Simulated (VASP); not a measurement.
# Au (P6/mmm) in VASP: single point with LDA

Aim: the single point of Au with LDA.

Everything below comes from runs of VASP 6.6.1. Logs are shortened: lines on timing, memory, paths and dates and some standing lists are left out, and cuts for length are marked.

## 1. The cell of the first run

Symmetry: P6/mmm, No. 191, hexagonal system. Conventional cell: a = 2.761 Å, b = 2.761 Å, c = 2.741 Å, α = 90.00°, β = 90.00°, γ = 120.00°. Au (site symmetry 6/mmm) has 8 Au at 2.74 to 2.76 Å within 3.6 Å.

## 2. Single point, LDA

File INCAR:

```
PREC     = Accurate       # precision mode
ENCUT    = 520            # plane-wave cutoff, eV
EDIFF    = 1E-6           # SCF threshold, eV
ISMEAR   = -1             # smearing method
SIGMA    = 0.05           # smearing width, eV
LREAL    = F              # projectors in reciprocal space
LASPH    = T              # aspherical terms in the spheres
NELM     = 80             # most SCF steps
ALGO     = Normal         # electronic algorithm
ISIF     = 2              # what is computed and relaxed
LWAVE    = F              # write WAVECAR
LCHARG   = F              # write CHGCAR
NBANDS   = 12             # bands
```

File KPOINTS:

```
Automatic mesh
0
Gamma
  16 16 15
```

File POSCAR:

```
Au
1.0
    2.7605028510      0.0000000000      0.0000000000
   -1.3802514255      2.3906655962      0.0000000000
    0.0000000000      0.0000000000      2.7412478777
Au
1
Direct
    0.0000000000      0.0000000000      0.0000000000
```

Potentials or basis: VASP PAW LDA potentials, release 64 (Au).

Run with:

```console
> cat potpaw_LDA.64/Au/POTCAR > POTCAR
> mpirun -np 1 vasp_std > vasp.out
```

OUTCAR:

```text
PREC = Accurate
   ENCUT = 520
   EDIFF = 1E-6
   ISMEAR = -1
   LREAL = F
   LASPH = T
   NELM = 80
   ISIF = 2

 ion  position               nearest neighbor table
   1  0.000  0.000  0.000-

  LATTYP: Found a hexagonal cell.
 ALAT       =     2.7605028510
 C/A-ratio  =     0.9930248312

  Lattice vectors:

 A1 = (   2.7605028510,   0.0000000000,   0.0000000000)
 A2 = (  -1.3802514255,   2.3906655962,   0.0000000000)
 A3 = (   0.0000000000,   0.0000000000,   2.7412478777)

Analysis of symmetry for initial positions (statically):
=====================================================================
 Subroutine PRICEL returns:
 Original cell was already a primitive cell.

 Routine SETGRP: Setting up the symmetry group for a
 hexagonal supercell.

 Subroutine GETGRP returns: Found 24 space group operations
 (whereof 24 operations were pure point group operations)
 out of a pool of 24 trial point group operations.

The static configuration has the point symmetry D_6h.

Analysis of symmetry for dynamics (positions and initial velocities):
=====================================================================
 Subroutine PRICEL returns:
 Original cell was already a primitive cell.

 Routine SETGRP: Setting up the symmetry group for a
 hexagonal supercell.

 Subroutine GETGRP returns: Found 24 space group operations
 (whereof 24 operations were pure point group operations)
 out of a pool of 24 trial point group operations.

The dynamic configuration has the point symmetry D_6h.

 Subroutine INISYM returns: Found 24 space group operations
 (whereof 24 operations are pure point group operations),
 and found     1 'primitive' translations

----------------------------------------------------------------------------------------

                                     Primitive cell

  volume of cell :      18.0907

  direct lattice vectors                    reciprocal lattice vectors
     2.760502851  0.000000000  0.000000000     0.362252841  0.209146775  0.000000000
    -1.380251426  2.390665596  0.000000000     0.000000000  0.418293550  0.000000000
     0.000000000  0.000000000  2.741247878     0.000000000  0.000000000  0.364797364

  length of vectors
     2.760502851  2.760502851  2.741247878     0.418293550  0.418293550  0.364797364

  position of ions in fractional coordinates (direct lattice)
     0.000000000  0.000000000  0.000000000

  ion indices of the primitive-cell ions
   primitive index   ion index
                 1           1

----------------------------------------------------------------------------------------

 KPOINTS: Automatic mesh

Automatic generation of k-mesh.
 Grid dimensions read from file:
 generate k-points for:   16   16   15

 Generating k-lattice:

  Cartesian coordinates                     Fractional coordinates (reciprocal lattice)
     0.022640803  0.013071673  0.000000000     0.062500000  0.000000000  0.000000000
     0.000000000  0.026143347  0.000000000     0.000000000  0.062500000  0.000000000
     0.000000000  0.000000000  0.024319824     0.000000000  0.000000000  0.066666667

  Length of vectors
     0.026143347  0.026143347  0.024319824

  Shift w.r.t. Gamma in fractional coordinates (k-lattice)
     0.000000000  0.000000000  0.000000000

 Subroutine IBZKPT returns following result:
 ===========================================

 Found    240 irreducible k-points:

 Following reciprocal coordinates:
            Coordinates               Weight
  0.000000  0.000000  0.000000      1.000000
  0.062500  0.000000  0.000000      6.000000
  0.125000  0.000000  0.000000      6.000000
  0.187500  0.000000  0.000000      6.000000
  0.250000  0.000000  0.000000      6.000000
  0.312500  0.000000  0.000000      6.000000
[... 16 lines left out ...]
  0.187500  0.187500  0.000000      6.000000
  0.250000  0.187500  0.000000     12.000000
 [... further k-points ...]
   k-points           NKPTS =    240   k-points in BZ     NKDIM =    240   number of bands    NBANDS=     12
   number of dos      NEDOS =    301   number of ions     NIONS =      1
   total plane-waves  NPLWV =  11520
   dimension x,y,z NGX =    24 NGY =   24 NGZ =   20
   dimension x,y,z NGXF=    48 NGYF=   48 NGZF=   40
   ions per type =               1
   NGX,Y,Z   is equivalent  to a cutoff of  14.45, 14.45, 12.13 a.u.
   NGXF,Y,Z  is equivalent  to a cutoff of  28.91, 28.91, 24.26 a.u.
 SYSTEM =  unknown system
   PREC   = accura    normal or accurate (medium, high low for compatibility)
   ISTART =      0    job   : 0-new  1-cont  2-samecut
   ICHARG =      2    charge: 1-file 2-atom 10-const
   ISPIN  =      1    spin polarized calculation?
   LNONCOLLINEAR =      F non collinear calculations
   LSORBIT =      F    spin-orbit coupling
   LASPH  =      T    aspherical Exc in radial PAW
   ENCUT  =  520.0 eV  38.22 Ry    6.18 a.u.   5.13  5.13  5.10*2*pi/ulx,y,z
   NELM   =     80;   NELMIN=  2; NELMDL= -5     # of ELM steps
   EDIFF  = 0.1E-05   stopping-criterion for ELM
   LREAL  =      F    real-space projection
   EDIFFG = 0.1E-04   stopping-criterion for IOM
   NSW    =      0    number of steps for IOM
   IBRION =     -1    ionic relax: 0-MD 1-quasi-New 2-CG
   NFREE  =      0    steps in history (QN), initial steepest desc. (CG)
   ISIF   =      2    stress and relaxation
   ISYM   =      2    0-nonsym 1-usesym 2-fastsym
   POTIM  = 0.5000    time-step for ionic-motion
   TEBEG  =    0.0;   TEEND  =   0.0 temperature during run
   PSTRESS=    0.0 pullay stress
   NELECT =      11.0000    total number of electrons
   NUPDOWN=      -1.0000    fix difference up-down
   EMIN   =  10.00;   EMAX   =-10.00  energy-range for DOS
   EFERMI =   0.00;   METHOD = LEGACY
   ISMEAR =    -1;   SIGMA  =   0.05  broadening in eV -4-tet -1-fermi 0-gaus
   EFERMI_NEDOS =   21; number of points for ismear=-14 and -15
   IALGO  =     38    algorithm
   IMIX   =      4    mixing-type and parameters
     AMIX     =   0.40;   BMIX     =  1.00
     AMIX_MAG =   1.60;   BMIX_MAG =  1.00
  volume/ion in A,a.u.               =      18.09       122.08
  Fermi-wavevector in a.u.,A,eV,Ry     =   1.386928  2.620914 26.171752  1.923570
  Thomas-Fermi vector in A             =   2.511197
   LORBIT       =      0    0 simple, 1 ext, 2 COOP (PROOUT), +10 PAW based schemes
   GGA     = CA    functional components
   LHFCALC =     F    Hartree Fock is set to
   AEXX    =    0.0000 exact exchange contribution
   IVDW    =     0    specifies the selected vdW correction
   LEPSILON=     F    determine dielectric tensor
   LRPA    =     F    only Hartree local field effects (RPA)
 non-spin polarized calculation
  energy-cutoff  :      520.00
  volume of cell :       18.09
 maximum number of plane-waves:       497
 NGX is ok and might be reduce to    24
   NGX = 11   NGY = 11   NGZ = 11

 number of electron      11.0000000 magnetization

 Free energy of the ion-electron system (eV)
  ---------------------------------------------------
  ext. energy  EPLUGINS =         0.00000000
  ---------------------------------------------------
  free energy    TOTEN  =        -4.34283642 eV

  energy without entropy =       -4.34134102  energy(sigma->0) =       -4.34208872

 E-fermi :   8.1851     XC(G=0): -12.5620

 val. band max:        8.1780982947   @ k =   0.4375   0.0625   0.0000
 cond. band min:       8.2183380906   @ k =   0.4375   0.0000   0.2000
 fundamental gap:      0.0402397959
 Fermi energy:         8.1850595121

 k-point     1 :       0.0000    0.0000    0.0000
  band No.  band energies     occupation
      1      -1.0494      2.00000
      2       1.7356      2.00000
      3       3.7257      2.00000
      4       3.7257      2.00000
      5       6.5006      2.00000
      6       6.5006      2.00000
      7      20.7154      0.00000
      8      23.4940      0.00000
      9      27.7412      0.00000
     10      27.7412      0.00000
     11      28.0238      0.00000
     12      33.9661      0.00000

 k-point     2 :       0.0625    0.0000    0.0000
  band No.  band energies     occupation
      1      -0.9092      2.00000
      2       1.7770      2.00000
      3       3.6568      2.00000
      4       3.8218      2.00000
      5       6.4092      2.00000
      6       6.4842      2.00000
      7      20.9519      0.00000
      8      23.6287      0.00000
      9      26.3557      0.00000
     10      27.3200      0.00000
     11      28.6744      0.00000
     12      34.3662      0.00000

 k-point     3 :       0.1250    0.0000    0.0000
  band No.  band energies     occupation
      1      -0.5052      2.00000
      2       1.8951      2.00000
      3       3.4864      2.00000
      4       4.1037      2.00000
      5       6.1598      2.00000
      6       6.4378      2.00000
      7      21.6293      0.00000
      8      23.4264      0.00000
      9      25.0129      0.00000
     10      26.3119      0.00000
     11      28.7729      0.00000
     12      34.9604      0.00000
[... 286 lines left out ...]
 k-point    23 :       0.1875    0.1875    0.0000
  band No.  band energies     occupation
      1       1.7519      2.00000
      2       2.7273      2.00000
      3       2.7409      2.00000
      4       5.1478      2.00000
      5       6.0301      2.00000
      6       6.5710      2.00000
      7      17.4246      0.00000
      8      19.5715      0.00000
      9      25.8383      0.00000
     10      26.4933      0.00000
     11      30.3346      0.00000
     12      33.8586      0.00000

 k-point    24 :       0.2500    0.1875    0.0000
  band No.  band energies     occupation
      1       2.1356      2.00000
      2       2.5318      2.00000
      3       3.3825      2.00000
      4       4.9702      2.00000
      5       5.8771      2.00000
      6       7.6323      1.99997
      7      15.4758      0.00000
      8      18.3419      0.00000
      9      26.1099      0.00000
     10      27.2797      0.00000
     11      31.4435      0.00000
     12      33.4784      0.00000

 [... further k-points ...]
[... 5 lines left out ...]
  --------------------------------------------------------------------------------------
  -------------------------------------------------------------------------------------
  Total       -0.2300307     -0.2300307     -0.2617576     -0.0000000      0.0000000      0.0000000
  in kB      -20.3723425    -20.3723425    -23.1821906     -0.0000000      0.0000000      0.0000000
  external PRESSURE =     -21.3089585 kB  Pullay stress =       0.0000000 kB

 VOLUME and BASIS-vectors are now :
 -----------------------------------------------------------------------------
  energy-cutoff  :      520.00
  volume of cell :       18.09
      direct lattice vectors                 reciprocal lattice vectors
     2.760502851  0.000000000  0.000000000     0.362252841  0.209146775  0.000000000
    -1.380251426  2.390665596  0.000000000     0.000000000  0.418293550  0.000000000
     0.000000000  0.000000000  2.741247878     0.000000000  0.000000000  0.364797364

 POSITION                                       TOTAL-FORCE (eV/Angst)
 -----------------------------------------------------------------------------------
      0.00000      0.00000      0.00000         0.000000      0.000000      0.000000
 -----------------------------------------------------------------------------------
    total drift:                                0.000000     -0.000000      0.000000

  FREE ENERGIE OF THE ION-ELECTRON SYSTEM (eV)
  ---------------------------------------------------
  free  energy   TOTEN  =        -4.3428364195 eV

  energy  without entropy=       -4.3413410193  energy(sigma->0) =       -4.34208872
```

Wall time 13 s (1 thread of Intel Xeon 6975P-C (Granite Rapids), shared host); peak memory 0.16 GiB.

Results:

- Free energy: -4.3428 eV
- Pressure: -2.1 GPa

Stress tensor (GPa, compression positive):
```
-2.04  0.00  0.00
 0.00 -2.04  0.00
 0.00  0.00 -2.32
```

Levels at points of the mesh, in eV from the Fermi level:
```
           k point  band 4  band 5  band 6  band 7  band 8  band 9
(0.00, 0.00, 0.00)   -4.46   -1.68   -1.68   12.53   15.31   19.56
(0.50, 0.00, 0.00)   -2.10   -1.23   -0.49    3.37   12.32   16.71
```

Caveat: spin-orbit coupling is left out, which moves the levels of the heavy elements.
